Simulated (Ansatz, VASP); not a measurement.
**Two plane-wave programs on C**

```
C
1.0
     0.00000    1.92425    1.91085
     1.52243    0.00000    1.91085
     1.52243    1.92425    0.00000
C
2
Direct
  0.50000 0.50000 0.50000
  0.75000 0.75000 0.75000
```

Change from the starting cell: strain +e along x and -e along y -0.1125, strain +e along z and -e/2 along x and y +0.0700.

Alike in both runs: task single point; functional PBE; k mesh 12 × 12 × 12; occupations gaussian, width 0.05 eV; no spin polarisation.

```csv
,VASP,Ansatz
version,VASP 6.6.1,Ansatz 0.2.0
potentials or method,"VASP PAW PBE potentials, release 64 (C), cutoff 520 eV","scalar-relativistic, plane waves, PAW"
valence electrons in the cell,8,8
```

```tsv
	VASP	Ansatz	Ansatz less VASP
gap on the k mesh at the Fermi level (eV)	none	none	-
pressure (GPa)	8.8	8.1	-0.61
traceless stress, the component that is largest in VASP (GPa)	106.47	106.53	+0.059
```

A gap of «none» marks a metal or a gap that the smearing closes.
